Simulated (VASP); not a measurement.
Input of a VASP 6.6.1 run:

Contents of INCAR:

```
SYSTEM = Cu
ALGO     = Normal         ! electronic algorithm
EDIFF    = 1E-6           ! SCF threshold, eV
ENCUT    = 600            ! plane-wave cutoff, eV
GGA      = RP             ! functional
GGA_COMPAT= .FALSE.      
ISIF     = 2              ! what is computed and relaxed
ISMEAR   = -1             ! smearing method
IVDW     = 12             ! dispersion correction
LASPH    = .TRUE.         ! aspherical terms in the spheres
LCHARG   = .FALSE.        ! write CHGCAR
LREAL    = .FALSE.        ! projectors in reciprocal space
LWAVE    = .FALSE.        ! write WAVECAR
NBANDS   = 12             ! bands
NELM     = 120            ! most SCF steps
PREC     = Accurate       ! precision mode
SIGMA    = 0.05           ! smearing width, eV
```

Contents of KPOINTS:

```
k-points
0
G
  13 13 13
  0 0 0
```

The input POSCAR:

```
Cu
1.0
    0.0000000000      1.7830713297      1.7830713297
    1.7830713297      0.0000000000      1.7830713297
    1.7830713297      1.7830713297      0.0000000000
Cu
1
Direct
    0.0000000000      0.0000000000      0.0000000000
```

Potentials or basis: VASP PAW PBE potentials, release 64 (Cu).

Run with:

```sh
$ cat potpaw_PBE.64/Cu/POTCAR > POTCAR
$ mpirun -np 1 vasp_std > vasp.out
```

(1) Estimate the dispersion energy per atom.

(2) What does it give for the pressure?

## Answers

(1) -2.999 eV.

(2) -27.5 GPa.

Caveat: the PAW data sets were made with another functional, which shifts forces and pressure a little; pairwise dispersion overbinds metals, which lowers pressure and volume.
